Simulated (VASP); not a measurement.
# Fe (P6_3/mmc) in VASP: a series of runs

The runs below take Fe through single point, with PBEsol+D3(BJ), PBEsol, BLYP+D3(BJ).

Program: VASP 6.6.1. These are calculated values, not measurements. Logs are shortened: lines on timing, memory, paths and dates and some standing lists are left out, and cuts for length are marked.

### 1 The cell of the first run

It takes space group P6_3/mmc (No. 194, hexagonal). Conventional cell: a = 2.413 Å, b = 2.413 Å, c = 3.821 Å, α = 90.00°, β = 90.00°, γ = 120.00°. Fe (site symmetry -6m2) has 12 Fe at 2.36 to 2.41 Å within 3.1 Å.

### 2 Single point, PBEsol+D3(BJ), collinear spin, ferromagnetic start

File INCAR:

```
ALGO = Normal ; EDIFF = 1E-6
ENCUT = 520 ; GGA = PS
ISIF = 2 ; ISMEAR = -1
ISPIN = 2 ; IVDW = 12
LASPH = True ; LCHARG = True
LELF = True ; LMAXMIX = 4
LORBIT = 11 ; LREAL = False
LVHAR = True ; LWAVE = False
MAGMOM = 4.5 4.5 ; NBANDS = 19
NELM = 150 ; PREC = Accurate
SIGMA = 0.1
```

File KPOINTS:

```
k-points
0
Gamma
  15 15 8
```

File POSCAR:

```
Fe
1.0
    2.4132539353      0.0000000000      0.0000000000
   -1.2066269676      2.0899392137      0.0000000000
    0.0000000000      0.0000000000      3.8205203886
Fe
2
Direct
    0.3333333333      0.6666666667      0.2500000000
    0.6666666667      0.3333333333      0.7500000000
```

Potentials or basis: VASP PAW PBE potentials, release 64 (Fe).

Run with:

```console
$ cat potpaw_PBE.64/Fe/POTCAR > POTCAR
$ mpirun -np 1 vasp_std > vasp.out
```

OUTCAR:

```text
EDIFF = 1E-6
   ENCUT = 520
   GGA = PS
   ISIF = 2
   ISMEAR = -1
   ISPIN = 2
   IVDW = 12
   LASPH = True
   LORBIT = 11
   LREAL = False
   NELM = 150
   PREC = Accurate
 IVDW          = 12

 ion  position               nearest neighbor table
   1  0.333  0.667  0.250-   2 2.36   2 2.36   2 2.36   2 2.36   2 2.36   2 2.36
   2  0.667  0.333  0.750-   1 2.36   1 2.36   1 2.36   1 2.36   1 2.36   1 2.36

  LATTYP: Found a hexagonal cell.
 ALAT       =     2.4132539353
 C/A-ratio  =     1.5831406437

  Lattice vectors:

 A1 = (   2.4132539353,   0.0000000000,   0.0000000000)
 A2 = (  -1.2066269676,   2.0899392137,   0.0000000000)
 A3 = (   0.0000000000,   0.0000000000,   3.8205203886)

Analysis of symmetry for initial positions (statically):
=====================================================================
 Subroutine PRICEL returns:
 Original cell was already a primitive cell.

 Routine SETGRP: Setting up the symmetry group for a
 hexagonal supercell.

 Subroutine GETGRP returns: Found 24 space group operations
 (whereof 12 operations were pure point group operations)
 out of a pool of 24 trial point group operations.

The static configuration has the point symmetry D_3d.
 The point group associated with its full space group is D_6h.

Analysis of symmetry for dynamics (positions and initial velocities):
=====================================================================
 Subroutine PRICEL returns:
 Original cell was already a primitive cell.

 Routine SETGRP: Setting up the symmetry group for a
 hexagonal supercell.

 Subroutine GETGRP returns: Found 24 space group operations
 (whereof 12 operations were pure point group operations)
 out of a pool of 24 trial point group operations.

The dynamic configuration has the point symmetry D_3d.
 The point group associated with its full space group is D_6h.

Analysis of structural, dynamic, and magnetic symmetry:
=====================================================================
 Subroutine PRICEL returns:
 Original cell was already a primitive cell.

 Routine SETGRP: Setting up the symmetry group for a
 hexagonal supercell.

 Subroutine GETGRP returns: Found 24 space group operations
 (whereof 12 operations were pure point group operations)
 out of a pool of 24 trial point group operations.

The overall configuration has the point symmetry D_3d.
 The point group associated with its full space group is D_6h.

 Subroutine INISYM returns: Found 24 space group operations
 (whereof 12 operations are pure point group operations),
 and found     1 'primitive' translations

----------------------------------------------------------------------------------------

                                     Primitive cell

  volume of cell :      19.2690

  direct lattice vectors                    reciprocal lattice vectors
     2.413253935  0.000000000  0.000000000     0.414378274  0.239241408  0.000000000
    -1.206626968  2.089939214  0.000000000     0.000000000  0.478482816  0.000000000
     0.000000000  0.000000000  3.820520389     0.000000000  0.000000000  0.261744448

  length of vectors
     2.413253935  2.413253935  3.820520389     0.478482816  0.478482816  0.261744448

  position of ions in fractional coordinates (direct lattice)
     0.333333333  0.666666667  0.250000000
     0.666666667  0.333333333  0.750000000

  ion indices of the primitive-cell ions
   primitive index   ion index
                 1           1
                 2           2

----------------------------------------------------------------------------------------

 KPOINTS: k-points

Automatic generation of k-mesh.
 Grid dimensions read from file:
 generate k-points for:   15   15    8

 Generating k-lattice:

  Cartesian coordinates                     Fractional coordinates (reciprocal lattice)
     0.027625218  0.015949427  0.000000000     0.066666667  0.000000000  0.000000000
     0.000000000  0.031898854  0.000000000     0.000000000  0.066666667  0.000000000
     0.000000000  0.000000000  0.032718056     0.000000000  0.000000000  0.125000000

  Length of vectors
     0.031898854  0.031898854  0.032718056

  Shift w.r.t. Gamma in fractional coordinates (k-lattice)
     0.000000000  0.000000000  0.000000000

 Subroutine IBZKPT returns following result:
 ===========================================

 Found    135 irreducible k-points:

 Following reciprocal coordinates:
            Coordinates               Weight
  0.000000  0.000000  0.000000      1.000000
  0.066667  0.000000  0.000000      6.000000
  0.133333  0.000000  0.000000      6.000000
  0.200000  0.000000  0.000000      6.000000
  0.266667  0.000000  0.000000      6.000000
  0.333333 -0.000000  0.000000      6.000000
[... 16 lines left out ...]
  0.333333  0.200000  0.000000     12.000000
  0.400000  0.200000  0.000000      6.000000
 [... further k-points ...]
   k-points           NKPTS =    135   k-points in BZ     NKDIM =    135   number of bands    NBANDS=     19
   number of dos      NEDOS =    301   number of ions     NIONS =      2
   total plane-waves  NPLWV =   9072
   dimension x,y,z NGX =    18 NGY =   18 NGZ =   28
   dimension x,y,z NGXF=    36 NGYF=   36 NGZF=   56
   ions per type =               2
   NGX,Y,Z   is equivalent  to a cutoff of  12.40, 12.40, 12.18 a.u.
   NGXF,Y,Z  is equivalent  to a cutoff of  24.80, 24.80, 24.37 a.u.
 SYSTEM =  unknown system
   PREC   = accura    normal or accurate (medium, high low for compatibility)
   ISTART =      0    job   : 0-new  1-cont  2-samecut
   ICHARG =      2    charge: 1-file 2-atom 10-const
   ISPIN  =      2    spin polarized calculation?
   LNONCOLLINEAR =      F non collinear calculations
   LSORBIT =      F    spin-orbit coupling
   LASPH  =      T    aspherical Exc in radial PAW
   ENCUT  =  520.0 eV  38.22 Ry    6.18 a.u.   4.49  4.49  7.10*2*pi/ulx,y,z
   NELM   =    150;   NELMIN=  2; NELMDL= -5     # of ELM steps
   EDIFF  = 0.1E-05   stopping-criterion for ELM
   LREAL  =      F    real-space projection
   EDIFFG = 0.1E-04   stopping-criterion for IOM
   NSW    =      0    number of steps for IOM
   IBRION =     -1    ionic relax: 0-MD 1-quasi-New 2-CG
   NFREE  =      0    steps in history (QN), initial steepest desc. (CG)
   ISIF   =      2    stress and relaxation
   ISYM   =      2    0-nonsym 1-usesym 2-fastsym
   POTIM  = 0.5000    time-step for ionic-motion
   TEBEG  =    0.0;   TEEND  =   0.0 temperature during run
   PSTRESS=    0.0 pullay stress
   NELECT =      16.0000    total number of electrons
   NUPDOWN=      -1.0000    fix difference up-down
   EMIN   =  10.00;   EMAX   =-10.00  energy-range for DOS
   EFERMI =   0.00;   METHOD = LEGACY
   ISMEAR =    -1;   SIGMA  =   0.10  broadening in eV -4-tet -1-fermi 0-gaus
   EFERMI_NEDOS =   21; number of points for ismear=-14 and -15
   IALGO  =     38    algorithm
   IMIX   =      4    mixing-type and parameters
     AMIX     =   0.40;   BMIX     =  1.00
     AMIX_MAG =   1.60;   BMIX_MAG =  1.00
  volume/ion in A,a.u.               =       9.63        65.02
  Fermi-wavevector in a.u.,A,eV,Ry     =   1.538728  2.907774 32.214280  2.367683
  Thomas-Fermi vector in A             =   2.645055
   LORBIT       =     11    0 simple, 1 ext, 2 COOP (PROOUT), +10 PAW based schemes
   GGA     = PS    functional components
   LHFCALC =     F    Hartree Fock is set to
   AEXX    =    0.0000 exact exchange contribution
   IVDW    =    12    specifies the selected vdW correction
   LEPSILON=     F    determine dielectric tensor
   LRPA    =     F    only Hartree local field effects (RPA)
 spin polarized calculation
  energy-cutoff  :      520.00
  volume of cell :       19.27
 maximum number of plane-waves:       537
 NGX is ok and might be reduce to    18
   NGX =  9   NGY =  9   NGZ = 15

 number of electron      15.9999994 magnetization       0.0166195

 number of electron      15.9999994 magnetization      -0.0004721

 Free energy of the ion-electron system (eV)
  ---------------------------------------------------
  ext. energy  EPLUGINS =         0.00000000
  ---------------------------------------------------
  free energy    TOTEN  =       -17.90453873 eV

  energy without entropy =      -17.82698538  energy(sigma->0) =      -17.86576206

 E-fermi :   7.3956     XC(G=0): -14.2838

 val. band max:        7.3948198631   @ k =   0.2667   0.2000   0.0000
 cond. band min:       7.3977407442   @ k =   0.2667   0.0667   0.0000
 fundamental gap:      0.0029208812
 Fermi energy:         7.3955942371

 spin component 1

 k-point     1 :       0.0000    0.0000    0.0000
  band No.  band energies     occupation
      1      -1.8901      1.00000
      2       2.0906      1.00000
      3       5.5982      1.00000
      4       5.5982      1.00000
      5       5.7279      1.00000
      6       6.1071      1.00000
[... 11 lines left out ...]
     18      34.6088      0.00000
     19      35.4887      0.00000
[... 485 lines left out ...]
 k-point    24 :       0.4000    0.2000    0.0000
  band No.  band energies     occupation
      1       2.9881      1.00000
      2       3.1449      1.00000
      3       3.2351      1.00000
      4       4.3916      1.00000
      5       5.1200      1.00000
      6       5.5131      1.00000
[... 11 lines left out ...]
     18      26.9460      0.00000
     19      29.5802      0.00000

 [... further k-points ...]

 spin component 2

 k-point     1 :       0.0000    0.0000    0.0000
  band No.  band energies     occupation
      1      -1.8901      1.00000
      2       2.0905      1.00000
      3       5.5980      1.00000
      4       5.5980      1.00000
      5       5.7277      1.00000
      6       6.1068      1.00000
[... 11 lines left out ...]
     18      34.6088      0.00000
     19      35.4886      0.00000
[... 485 lines left out ...]
 k-point    24 :       0.4000    0.2000    0.0000
  band No.  band energies     occupation
      1       2.9879      1.00000
      2       3.1448      1.00000
      3       3.2350      1.00000
      4       4.3915      1.00000
      5       5.1197      1.00000
      6       5.5129      1.00000
[... 11 lines left out ...]
     18      26.9460      0.00000
     19      29.5802      0.00000

 [... further k-points ...]

------------------------ aborting loop because EDIFF is reached ----------------------------------------

 Edisp (eV)   -0.78348

 E8    (eV) :    -0.5250

  FORCE on cell =-STRESS in cart. coord.  units (eV):
  Direction    XX          YY          ZZ          XY          YZ          ZX
  --------------------------------------------------------------------------------------
  -------------------------------------------------------------------------------------
  Total      -0.05034    -0.05034    -0.07476    -0.00000     0.00000     0.00000
  in kB      -4.18568    -4.18568    -6.21586    -0.00000     0.00000     0.00000
  external pressure =       -4.86 kB  Pullay stress =        0.00 kB

 VOLUME and BASIS-vectors are now :
 -----------------------------------------------------------------------------
  energy-cutoff  :      520.00
  volume of cell :       19.27
      direct lattice vectors                 reciprocal lattice vectors
     2.413253935  0.000000000  0.000000000     0.414378274  0.239241408  0.000000000
    -1.206626968  2.089939214  0.000000000     0.000000000  0.478482816  0.000000000
     0.000000000  0.000000000  3.820520389     0.000000000  0.000000000  0.261744448

 POSITION                                       TOTAL-FORCE (eV/Angst)
 -----------------------------------------------------------------------------------
     -0.00000      1.39329      0.95513        -0.000000      0.000000      0.000000
      1.20663      0.69665      2.86539         0.000000     -0.000000      0.000000
 -----------------------------------------------------------------------------------
    total drift:                                0.000000     -0.000000     -0.000000

  FREE ENERGIE OF THE ION-ELECTRON SYSTEM (eV)
  ---------------------------------------------------
  free  energy   TOTEN  =       -18.6880193115 eV

  energy  without entropy=      -18.6104659619  energy(sigma->0) =      -18.64924264

 total charge

# of ion       s       p       d       tot
------------------------------------------
    1        0.568   0.702   6.398   7.668
    2        0.568   0.702   6.398   7.668
--------------------------------------------------
tot          1.136   1.403  12.797  15.336

 magnetization (x)

# of ion       s       p       d       tot
------------------------------------------
    1        0.000   0.000  -0.000  -0.000
    2        0.000   0.000  -0.000  -0.000
--------------------------------------------------
tot          0.000   0.000  -0.000  -0.000
```

It took 44 s on 1 thread of Intel Xeon 6975P-C (Granite Rapids), shared host; peak memory 0.2 GiB.

Results:

```
Free energy                                           : -18.6880 eV
Pressure                                              : -0.5 GPa
Band gap on the k mesh                                : zero (filled and empty bands overlap)
Net moment                                            : 0.00 μB per cell
Valence electrons inside the program's atomic spheres : Fe 7.67
Dispersion energy per atom                            : -0.392 eV
```

Levels at points of the mesh, in eV from the Fermi level:
Spin up:
```
           k point  band 5  band 6  band 7  band 8  band 9  band 10  band 11  band 12
(0.00, 0.00, 0.00)   -1.67   -1.29   -1.29   -0.91   -0.91     0.51     0.78     0.78
(0.00, 0.00, 0.50)   -1.92   -1.92   -1.92   -1.92    0.36     0.36     0.36     0.36
```
Spin down:
| k point | band 6 | band 7 | band 8 | band 9 | band 10 | band 11 |
| --- | --- | --- | --- | --- | --- | --- |
| (0.00, 0.00, 0.00) | -1.29 | -1.29 | -0.91 | -0.91 | 0.51 | 0.78 |
| (0.00, 0.00, 0.50) | -1.92 | -1.92 | -1.92 | 0.36 | 0.36 | 0.36 |

Caveat: the starting moments collapsed, and a magnetic state may lie lower; the PAW data sets were made with another functional, which shifts forces and pressure a little; pairwise dispersion overbinds metals, which lowers pressure and volume.

### 3 Single point, PBEsol, collinear spin, ferromagnetic start

This run uses another cell than the first one, of 9.82 Å³/atom, 1.020 times its volume.

File INCAR:

```
  PREC = Accurate
  ENCUT = 520
  EDIFF = 1E-7
  ISMEAR = -1
  SIGMA = 0.1
  LREAL = False
  LASPH = True
  NELM = 150
  ALGO = Normal
  ISIF = 2
  LWAVE = False
  LCHARG = True
  ISPIN = 2
  MAGMOM = 4.5 4.5
  LORBIT = 11
  LMAXMIX = 4
  GGA = PS
  LELF = True
  LVHAR = True
  NBANDS = 19
```

File KPOINTS:

```
Automatic mesh
0
Gamma
  15 15 8
```

File POSCAR:

```
Fe
1.0
    2.4293780514      0.0000000000      0.0000000000
   -1.2146890257      2.1039031079      0.0000000000
    0.0000000000      0.0000000000      3.8441839151
Fe
2
Direct
    0.3333333333      0.6666666667      0.2500000000
    0.6666666667      0.3333333333      0.7500000000
```

Potentials or basis: VASP PAW PBE potentials, release 64 (Fe).

Run with:

```console
$ cat potpaw_PBE.64/Fe/POTCAR > POTCAR
$ mpirun -np 1 vasp_std > vasp.out
```

Run time: 55 s. Hardware: 1 thread of Intel Xeon 6975P-C (Granite Rapids), shared host; peak memory 0.19 GiB.

The run converged. Its results:

| Property | Result |
| --- | --- |
| Free energy | -17.9111 eV |
| Pressure | -0.4 GPa |
| Band gap on the k mesh | zero (filled and empty bands overlap) |
| Net moment | 0.00 μB per cell |
| Valence electrons inside the program's atomic spheres | Fe 7.61 |

Stress tensor (GPa, compression positive):
```
-0.37  0.00  0.00
 0.00 -0.37  0.00
 0.00  0.00 -0.56
```

Levels at points of the mesh, in eV from the Fermi level:
Spin up:
```tsv
k point	band 5	band 6	band 7	band 8	band 9	band 10	band 11	band 12
(0.00, 0.00, 0.00)	-1.62	-1.25	-1.25	-0.88	-0.88	0.51	0.76	0.76
(0.00, 0.00, 0.50)	-1.87	-1.87	-1.87	-1.87	0.35	0.35	0.35	0.35
```
Spin down:
```tsv
k point	band 5	band 6	band 7	band 8	band 9	band 10	band 11	band 12
(0.00, 0.00, 0.00)	-1.62	-1.25	-1.25	-0.88	-0.88	0.51	0.76	0.76
(0.00, 0.00, 0.50)	-1.87	-1.87	-1.87	-1.87	0.35	0.35	0.35	0.35
```

Caveat: the starting moments collapsed, and a magnetic state may lie lower; the PAW data sets were made with another functional, which shifts forces and pressure a little.

### 4 Single point, BLYP+D3(BJ), collinear spin, ferromagnetic start

This run uses another cell than the first one, of 10.07 Å³/atom, 1.045 times its volume.

File INCAR:

```
SYSTEM = Fe
PREC = Accurate ; ENCUT = 520
EDIFF = 1E-6 ; ISMEAR = -1
SIGMA = 0.1 ; LREAL = .False.
LASPH = .True. ; NELM = 150
ALGO = Normal ; ISIF = 2
LWAVE = .False. ; LCHARG = .False.
ISPIN = 2 ; MAGMOM = 4.5 4.5
LORBIT = 11 ; LMAXMIX = 4
GGA = B5 ; ALDAX = 1.0
AGGAX = 1.0 ; AGGAC = 1.0
ALDAC = 0.0 ; IVDW = 12
VDW_S6 = 1.0 ; VDW_S8 = 2.6996
VDW_A1 = 0.4298 ; VDW_A2 = 4.2359
NBANDS = 19
```

File KPOINTS:

```
Automatic mesh
0
Gamma
  15 15 8
  0 0 0
```

File POSCAR:

```
Fe
1.0
    2.4504685041      0.0000000000      0.0000000000
   -1.2252342521      2.1221679757      0.0000000000
    0.0000000000      0.0000000000      3.8730605150
Fe
2
Direct
    0.3333333333      0.6666666667      0.2500000000
    0.6666666667      0.3333333333      0.7500000000
```

Run with:

```console
$ cat potpaw_PBE.64/Fe/POTCAR > POTCAR
$ mpirun -np 1 vasp_std > vasp.out
```

It took 55 s on 1 thread of Intel Xeon 6975P-C (Granite Rapids), shared host; peak memory 0.2 GiB.

It converged, with:

- Free energy: -15.9740 eV
- Pressure: 0.1 GPa
- Band gap on the k mesh: zero (filled and empty bands overlap)
- Net moment: 0.00 μB per cell
- Valence electrons inside the program's atomic spheres: Fe 7.57
- Dispersion energy per atom: -0.934 eV

Stress tensor (GPa, compression positive):
```
 0.11  0.00  0.00
 0.00  0.11  0.00
 0.00  0.00 -0.01
```

Levels at points of the mesh, in eV from the Fermi level:
Spin up:
| k point | band 4 | band 5 | band 6 | band 7 | band 8 | band 9 | band 10 | band 11 | band 12 | band 13 |
| --- | --- | --- | --- | --- | --- | --- | --- | --- | --- | --- |
| (0.00, 0.00, 0.00) | -1.68 | -1.56 | -1.22 | -1.22 | -0.88 | -0.88 | 0.72 | 0.72 | 0.82 | 8.98 |
| (0.00, 0.00, 0.50) | -2.07 | -1.81 | -1.81 | -1.81 | -1.81 | 0.32 | 0.32 | 0.32 | 0.32 | 17.53 |
Spin down:
```
           k point  band 5  band 6  band 7  band 8  band 9  band 10  band 11  band 12
(0.00, 0.00, 0.00)   -1.56   -1.22   -1.22   -0.88   -0.88     0.72     0.72     0.82
(0.00, 0.00, 0.50)   -1.81   -1.81   -1.81   -1.81    0.32     0.32     0.32     0.32
```

Caveat: the starting moments collapsed, and a magnetic state may lie lower; the PAW data sets were made with another functional, which shifts forces and pressure a little; pairwise dispersion overbinds metals, which lowers pressure and volume.
